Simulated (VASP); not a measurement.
Input of a VASP 6.6.1 run:

The input INCAR:

```
SYSTEM = Li
ALGO     = Normal         ! electronic algorithm
EDIFF    = 1E-6           ! SCF threshold, eV
ENCUT    = 520            ! plane-wave cutoff, eV
GGA      = PS             ! functional
ISIF     = 2              ! what is computed and relaxed
ISMEAR   = -1             ! smearing method
LASPH    = .TRUE.         ! aspherical terms in the spheres
LCHARG   = .FALSE.        ! write CHGCAR
LREAL    = .FALSE.        ! projectors in reciprocal space
LWAVE    = .FALSE.        ! write WAVECAR
NBANDS   = 14             ! bands
NELM     = 100            ! most SCF steps
PREC     = Accurate       ! precision mode
SIGMA    = 0.1            ! smearing width, eV
```

The input KPOINTS:

```
k-points
0
G
  13 13 4
  0 0 0
```

File POSCAR:

```
Li
1.0
    3.0170035782      0.0000000000      0.0000000000
   -1.5085017891      2.6128017420      0.0000000000
    0.0000000000      0.0000000000      9.8302442312
Li
4
Direct
    1.0000000000      0.0000000000      1.0000000000
    1.0000000000      1.0000000000      0.5000000000
    0.3333333333      0.6666666667      0.2500000000
    0.6666666667      0.3333333333      0.7500000000
```

Potentials or basis: VASP PAW PBE potentials, release 64 (Li_sv).

Command:

```bash
$ cat potpaw_PBE.64/Li_sv/POTCAR > POTCAR
$ mpirun -np 1 vasp_std > vasp.out
```

Task: Estimate the band gap on the k mesh.

Result: Zero (bands 6 and 7 overlap by 4.14 eV).
